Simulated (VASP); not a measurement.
Wanted: the native input for a VASP 6.6.1 run.

```yaml
Task: single point
Functional: RPBE
Potentials_or_basis: VASP PAW PBE potentials, release 64 (Ba_sv)
Cutoff: 520 eV
k_mesh: 6 × 6 × 8
Occupations: fermi-dirac, width 0.1 eV
Spin: no spin polarisation
Dipole_correction: no
Further_INCAR_settings: ALGO = Normal; EDIFF = 1e-06; NBANDS = 22
```

The structure of Ba lies in POSCAR:

```
Ba
1.0
    7.3040016049      0.0000000000      0.0000000000
   -3.6520008024      6.3254509392      0.0000000000
    0.0000000000      0.0000000000      4.3393086742
Ba
3
Direct
    1.0000000000      0.0000000000      1.0000000000
    0.3333333333      0.6666666667      0.5000000000
    0.6666666667      0.3333333333      0.5000000000
```

This isn't the form of Ba at room conditions, which is bcc.

The input as run:

INCAR

```
SYSTEM = Ba
  PREC = Accurate
  ENCUT = 520
  EDIFF = 1E-6
  ISMEAR = -1
  SIGMA = 0.1
  LREAL = .False.
  LASPH = .True.
  NELM = 60
  ALGO = Normal
  ISIF = 2
  LWAVE = .False.
  LCHARG = .False.
  GGA = RP
  NBANDS = 22
```

KPOINTS

```
Automatic mesh
0
Gamma
  6 6 8
  0 0 0
```

Potentials or basis: VASP PAW PBE potentials, release 64 (Ba_sv).

Run with:

```bash
$ cat potpaw_PBE.64/Ba_sv/POTCAR > POTCAR
$ mpirun -np 1 vasp_std > vasp.out
```

It gave:

The pressure is 0.4 GPa and the band gap on the k mesh is zero (bands 15 and 16 overlap by 0.62 eV).

Caveat: the PAW data sets were made with another functional, which shifts forces and pressure a little; spin-orbit coupling is left out, which moves the levels of the heavy elements.

Run time: 62 s on 1 thread of AMD EPYC 9R45 96-Core Processor (Zen 5), on a shared host, peak memory 0.32 GiB.
